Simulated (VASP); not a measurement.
# SrCl2 (P-3m1) in VASP: density of states with PBEsol

Aim: the density of states of SrCl2 with PBEsol.

Program: VASP 6.6.1. These are calculated values, not measurements. Logs are shortened: lines on timing, memory, paths and dates and some standing lists are left out, and cuts for length are marked.

### 1 The cell of the first run

It takes space group P-3m1 (No. 164, trigonal). Conventional cell: a = 4.380 Å, b = 4.380 Å, c = 6.078 Å, α = 90.00°, β = 90.00°, γ = 120.00°. Sr (site symmetry -3m) has 6 Cl at 2.88 Å within 3.8 Å. Cl (site symmetry 3m) has 3 Sr at 2.88 Å and 3 Cl at 3.74 Å within 3.8 Å.

### 2 Density of states, PBEsol

POSCAR reads:

```
SrCl2
1.0
    4.3804084604      0.0000000000      0.0000000000
   -2.1902042302      3.7935450056      0.0000000000
    0.0000000000      0.0000000000      6.0784661408
Sr Cl
1 2
Direct
    0.0000000000      0.0000000000      0.0000000000
    0.3333333333      0.6666666667      0.2271595850
    0.6666666667      0.3333333333      0.7728404150
```

INCAR.step1 reads:

```
PREC = Accurate
ENCUT = 520
EDIFF = 1E-6
ISMEAR = 0
SIGMA = 0.05
LREAL = False
LASPH = True
NELM = 100
ALGO = Normal
ISIF = 2
LWAVE = False
LCHARG = True
GGA = PS
NBANDS = 19
```

KPOINTS.step1 reads:

```
regular mesh
0
Gamma
  8 8 6
```

INCAR.step2 reads:

```
PREC = Accurate
ENCUT = 520
EDIFF = 1E-6
ISMEAR = -5
SIGMA = 0.05
LREAL = False
LASPH = True
NELM = 100
ALGO = Normal
ISIF = 2
LWAVE = False
LCHARG = False
GGA = PS
LORBIT = 11
NEDOS = 1001
ICHARG = 11
```

KPOINTS.step2 reads:

```
regular mesh
0
Gamma
  12 12 9
```

Potentials or basis: VASP PAW PBE potentials, release 64 (Sr_sv, Cl).

On the command line:

```console
$ cat potpaw_PBE.64/Sr_sv/POTCAR potpaw_PBE.64/Cl/POTCAR > POTCAR
$ cp INCAR.step1 INCAR
$ cp KPOINTS.step1 KPOINTS
$ mpirun -np 1 vasp_std > vasp.out
$ cp INCAR.step2 INCAR
$ cp KPOINTS.step2 KPOINTS
$ mpirun -np 1 vasp_std > vasp.out
```

OUTCAR:

```text
PREC = Accurate
   ENCUT = 520
   EDIFF = 1E-6
   ISMEAR = -5
   LREAL = False
   LASPH = True
   NELM = 100
   ISIF = 2
   GGA = PS
   LORBIT = 11
   ICHARG = 11

 ion  position               nearest neighbor table
   1  0.000  0.000  0.000-   2 2.88   3 2.88   2 2.88   3 2.88   3 2.88   2 2.88
   2  0.333  0.667  0.227-   1 2.88   1 2.88   1 2.88
   3  0.667  0.333  0.773-   1 2.88   1 2.88   1 2.88

  LATTYP: Found a hexagonal cell.
 ALAT       =     4.3804084604
 C/A-ratio  =     1.3876482515

  Lattice vectors:

 A1 = (   4.3804084604,   0.0000000000,   0.0000000000)
 A2 = (  -2.1902042302,   3.7935450056,   0.0000000000)
 A3 = (   0.0000000000,   0.0000000000,   6.0784661408)

Analysis of symmetry for initial positions (statically):
=====================================================================
 Subroutine PRICEL returns:
 Original cell was already a primitive cell.

 Routine SETGRP: Setting up the symmetry group for a
 hexagonal supercell.

 Subroutine GETGRP returns: Found 12 space group operations
 (whereof 12 operations were pure point group operations)
 out of a pool of 24 trial point group operations.

The static configuration has the point symmetry D_3d.

Analysis of symmetry for dynamics (positions and initial velocities):
=====================================================================
 Subroutine PRICEL returns:
 Original cell was already a primitive cell.

 Routine SETGRP: Setting up the symmetry group for a
 hexagonal supercell.

 Subroutine GETGRP returns: Found 12 space group operations
 (whereof 12 operations were pure point group operations)
 out of a pool of 24 trial point group operations.

The dynamic configuration has the point symmetry D_3d.

 Subroutine INISYM returns: Found 12 space group operations
 (whereof 12 operations are pure point group operations),
 and found     1 'primitive' translations

----------------------------------------------------------------------------------------

                                     Primitive cell

  volume of cell :     101.0076

  direct lattice vectors                    reciprocal lattice vectors
     4.380408460  0.000000000  0.000000000     0.228289213  0.131802839  0.000000000
    -2.190204230  3.793545006  0.000000000     0.000000000  0.263605677  0.000000000
     0.000000000  0.000000000  6.078466141     0.000000000  0.000000000  0.164515188

  length of vectors
     4.380408460  4.380408460  6.078466141     0.263605677  0.263605677  0.164515188

[... 88 lines left out ...]
   IBRION =     -1    ionic relax: 0-MD 1-quasi-New 2-CG
   NFREE  =      0    steps in history (QN), initial steepest desc. (CG)
   ISIF   =      2    stress and relaxation
   ISYM   =      2    0-nonsym 1-usesym 2-fastsym
   POTIM  = 0.5000    time-step for ionic-motion
   TEBEG  =    0.0;   TEEND  =   0.0 temperature during run
   PSTRESS=    0.0 pullay stress
   NELECT =      24.0000    total number of electrons
   NUPDOWN=      -1.0000    fix difference up-down
   EMIN   =  10.00;   EMAX   =-10.00  energy-range for DOS
   EFERMI =   0.00;   METHOD = LEGACY
   ISMEAR =    -5;   SIGMA  =   0.05  broadening in eV -4-tet -1-fermi 0-gaus
   EFERMI_NEDOS =   21; number of points for ismear=-14 and -15
   IALGO  =     38    algorithm
   IMIX   =      4    mixing-type and parameters
     AMIX     =   0.40;   BMIX     =  1.00
     AMIX_MAG =   1.60;   BMIX_MAG =  1.00
  volume/ion in A,a.u.               =      33.67       227.21
  Fermi-wavevector in a.u.,A,eV,Ry     =   1.013975  1.916135 13.988769  1.028146
  Thomas-Fermi vector in A             =   2.147175
   LORBIT       =     11    0 simple, 1 ext, 2 COOP (PROOUT), +10 PAW based schemes
   GGA     = PS    functional components
   LHFCALC =     F    Hartree Fock is set to
   AEXX    =    0.0000 exact exchange contribution
   IVDW    =     0    specifies the selected vdW correction
   LEPSILON=     F    determine dielectric tensor
   LRPA    =     F    only Hartree local field effects (RPA)
 non-spin polarized calculation
 Fermi weights with tetrahedron method with Bloechl corrections
  energy-cutoff  :      520.00
  volume of cell :      101.01
 maximum number of plane-waves:      2736
 NGX is ok and might be reduce to    36

 number of electron      24.0000002 magnetization

 Free energy of the ion-electron system (eV)
  ---------------------------------------------------
  ext. energy  EPLUGINS =         0.00000000
  ---------------------------------------------------
  free energy    TOTEN  =       -13.10141839 eV

  energy without entropy =      -13.10141839  energy(sigma->0) =      -13.10141839

 E-fermi :  -1.4326     XC(G=0):  -7.5785

 val. band max:       -1.4705235163   @ k =   0.0000   0.0000   0.0000
 cond. band min:       3.7816519632   @ k =   0.0000   0.0000   0.0000
 fundamental gap:      5.2521754795
 Fermi energy:        -1.4325542179

 k-point     1 :       0.0000    0.0000    0.0000
  band No.  band energies     occupation
      1     -33.7993      2.00000
      2     -16.1409      2.00000
      3     -15.8070      2.00000
      4     -15.8070      2.00000
      5     -14.1755      2.00000
      6     -13.4969      2.00000
[... 433 lines left out ...]
      3     -15.9618      2.00000
      4     -15.8189      2.00000
      5     -13.9814      2.00000
      6     -13.5825      2.00000
[... 8 lines left out ...]
     15       5.5434      0.00000
     16       5.9427      0.00000

 [... further k-points ...]
[... 5 lines left out ...]
  --------------------------------------------------------------------------------------
  -------------------------------------------------------------------------------------
  Total        0.0836761      0.0836761      0.0434688      0.0000000      0.0000000     -0.0000000
  in kB        1.3272660      1.3272660      0.6894995      0.0000000      0.0000000     -0.0000000
  external PRESSURE =       1.1146771 kB  Pullay stress =       0.0000000 kB

 VOLUME and BASIS-vectors are now :
 -----------------------------------------------------------------------------
  energy-cutoff  :      520.00
  volume of cell :      101.01
      direct lattice vectors                 reciprocal lattice vectors
     4.380408460  0.000000000  0.000000000     0.228289213  0.131802839  0.000000000
    -2.190204230  3.793545006  0.000000000     0.000000000  0.263605677  0.000000000
     0.000000000  0.000000000  6.078466141     0.000000000  0.000000000  0.164515188

 POSITION                                       TOTAL-FORCE (eV/Angst)
 -----------------------------------------------------------------------------------
      0.00000      0.00000      0.00000         0.000000      0.000000      0.000000
     -0.00000      2.52903      1.38078         0.000000      0.000000      0.025404
      2.19020      1.26452      4.69768        -0.000000     -0.000000     -0.025404
 -----------------------------------------------------------------------------------
    total drift:                               -0.000000      0.000000      0.000000

  FREE ENERGIE OF THE ION-ELECTRON SYSTEM (eV)
  ---------------------------------------------------
  free  energy   TOTEN  =       -13.1014183938 eV

  energy  without entropy=      -13.1014183938  energy(sigma->0) =      -13.10141839

 total charge

# of ion       s       p       d       tot
------------------------------------------
    1        2.003   5.758   0.187   7.948
    2        1.582   3.549   0.000   5.131
    3        1.582   3.549   0.000   5.131
--------------------------------------------------
tot          5.167  12.856   0.187  18.211
```

Run time: 4.7 min. Hardware: 1 thread of Oxide Virtual Turin-like, shared host; peak memory 0.36 GiB.

What came out:

| Item | Value |
| --- | --- |
| Valence electrons inside the program's atomic spheres | Sr 7.95; Cl 5.13 |

Caveat: the PAW data sets were made with another functional, which shifts forces and pressure a little.
